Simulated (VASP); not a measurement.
**Lu3Hf2F: single point with PBE**

The system is Lu3Hf2F.

```
CELL_PARAMETERS angstrom
3.23860 0.00000 0.00000
0.00000 3.23860 0.00000
0.00000 0.00000 13.17995
ATOMIC_POSITIONS crystal
Lu 0.00000 0.00000 0.70591
Lu 0.00000 0.00000 0.29409
Lu 0.50000 0.50000 0.50000
Hf 0.50000 0.50000 0.87511
Hf 0.50000 0.50000 0.12489
F 0.00000 0.00000 0.00000
```

The cell was generated, and may not be a known phase.

```json
{
 "Program": "VASP 6.6.1",
 "Task": "single point",
 "Functional": "PBE",
 "Potentials or basis": "VASP PAW PBE potentials, release 64 (Lu, Hf_pv, F)",
 "Cutoff": "520 eV",
 "k mesh": "6 × 6 × 2",
 "Occupations": "gaussian, width 0.1 eV",
 "Spin": "no spin polarisation"
}
```

The pressure is -0.2 GPa, the largest force is 0.036 eV/Å and the band gap on the k mesh is zero (bands 51 and 52 overlap by 0.79 eV).

Forces on the atoms (eV/Å):
```
Lu   0.000  0.000  0.036
Lu   0.000  0.000 -0.036
Lu   0.000  0.000  0.000
Hf   0.000  0.000  0.016
Hf   0.000  0.000 -0.016
F    0.000  0.000  0.000
```

Levels at points of the mesh, in eV from the Fermi level:
```tsv
k point	band 47	band 48	band 49	band 50	band 51	band 52	band 53	band 54	band 55	band 56
(0.00, 0.00, 0.00)	-2.54	-1.96	-1.42	-1.15	-0.60	-0.20	0.69	1.02	1.31	1.82
(0.50, 0.00, 0.00)	-2.32	-1.84	-0.14	-0.06	-0.06	0.19	0.83	0.97	1.04	1.32
(0.50, 0.50, 0.00)	-1.21	-0.87	-0.87	-0.70	-0.55	-0.55	0.49	0.49	0.54	1.89
(0.00, 0.00, 0.50)	-2.99	-1.89	-1.40	-1.20	-0.81	-0.14	0.90	1.15	1.40	1.53
(0.50, 0.00, 0.50)	-2.06	-1.98	-0.34	-0.24	0.24	0.42	0.52	0.98	1.18	1.43
(0.50, 0.50, 0.50)	-1.63	-0.89	-0.89	-0.52	-0.52	-0.46	0.43	0.43	0.93	1.96
```

It took 2.6 min on 1 thread of AMD EPYC 9R45 96-Core Processor (Zen 5) (shared host), peak memory 0.29 GiB.

Caveat: spin-orbit coupling is left out, which moves the levels of the heavy elements.
